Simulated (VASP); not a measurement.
Input of a VASP 6.6.1 run:

The input INCAR:

```
  ALGO = Fast
  EDIFF = 1E-6
  ENCUT = 520
  GGA = PS
  ISIF = 2
  ISMEAR = 0
  LASPH = True
  LCHARG = False
  LREAL = False
  LWAVE = False
  NBANDS = 14
  NELM = 100
  PREC = Accurate
  SIGMA = 0.15
```

File KPOINTS:

```
k-points
0
Gamma
  20 20 20
```

The input POSCAR:

```
AlNi
1.0
    2.0213280871     -2.0213497883      0.0000000000
    2.0213280871      2.0213497883      0.0000000000
    0.0000000000      0.0000000000      2.7833265466
Al Ni
1 1
Direct
    0.0000000000      0.0000000000      0.0000000000
    0.5000000000      0.5000000000      0.5000000000
```

Potentials or basis: VASP PAW PBE potentials, release 64 (Al, Ni).

Launch:

```sh
$ cat potpaw_PBE.64/Al/POTCAR potpaw_PBE.64/Ni/POTCAR > POTCAR
$ mpirun -np 1 vasp_std > vasp.out
```

Problem. Predict the pressure.

Solution. 5.9 GPa.

Problem. Predict the band gap on the k mesh.

Solution. Zero (an odd number of electrons rules out a gap without spin polarisation).

Stress tensor (GPa, compression positive):
```
5.12 0.00 0.00
0.00 5.12 0.00
0.00 0.00 7.59
```

Caveat: the cell differs from its parent crystal (strain +0.000 along x and y, -0.030 along z); the cell stands under pressure; the PAW data sets were made with another functional, which shifts forces and pressure a little. Spin polarisation is off, so any magnetic state and its effect on volume and gap are missing.
